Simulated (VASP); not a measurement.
Wanted: the native input for a VASP 6.6.1 run.

* Task: relaxation of cell and atoms
* Functional: PBEsol
* Potentials or basis: VASP PAW PBE potentials, release 64 (Ga_d)
* Cutoff: 600 eV
* k mesh: 18 × 18 × 10
* Occupations: gaussian, width 0.1 eV
* Spin: no spin polarisation
* Dipole correction: no
* Further INCAR settings: ALGO = Fast; EDIFF = 1e-07; IBRION = 2; EDIFFG = -0.01; NSW = 80; ISIF = 3

The structure of Ga lies in POSCAR:

```
Ga
1.0
    2.9500874929      0.0000000000      0.0000000000
   -1.4750437464      2.5548507122      0.0000000000
    0.0000000000      0.0000000000      4.6830810484
Ga
2
Direct
    0.3333333333      0.6666666667      0.2500000000
    0.6666666667      0.3333333333      0.7500000000
```

This isn't the form of Ga at room conditions, which is orthorhombic.

These files were run (other wordings do the same):

INCAR

```
SYSTEM = Ga
PREC = Accurate ; ENCUT = 600
EDIFF = 1E-7 ; ISMEAR = 0
SIGMA = 0.1 ; LREAL = .False.
LASPH = .True. ; NELM = 60
ALGO = Fast ; ISIF = 3
LWAVE = .False. ; LCHARG = .False.
GGA = PS ; IBRION = 2
NSW = 80 ; EDIFFG = -0.01
```

KPOINTS

```
regular mesh
0
Gamma
  18 18 10
  0 0 0
```

Potentials or basis: VASP PAW PBE potentials, release 64 (Ga_d).

Command:

```sh
$ cat potpaw_PBE.64/Ga_d/POTCAR > POTCAR
$ mpirun -np 1 vasp_std > vasp.out
```

Results of the run:

```yaml
Relaxed_volume: 17.84 Å³/atom
Relaxed_cell: a = 2.944 Å, b = 2.944 Å, c = 4.755 Å, α = 90.00°, β = 90.00°, γ = 120.00°
Space_group_after_relaxing_to_0.1_Å: P6_3/mmc (No. 194)
Energy_gained_by_relaxing: 0.9 meV/atom
Ionic_steps: 10
Pressure_after_relaxing: 0.0 GPa
Band_gap_on_the_k_mesh: zero (bands 13 and 14 overlap by 7.98 eV)
```

Caveat: the PAW data sets were made with another functional, which shifts forces and pressure a little.

It took 4.8 min on 1 thread of Intel(R) Xeon(R) 6975P-C (Granite Rapids), on a shared host, peak memory 0.27 GiB.
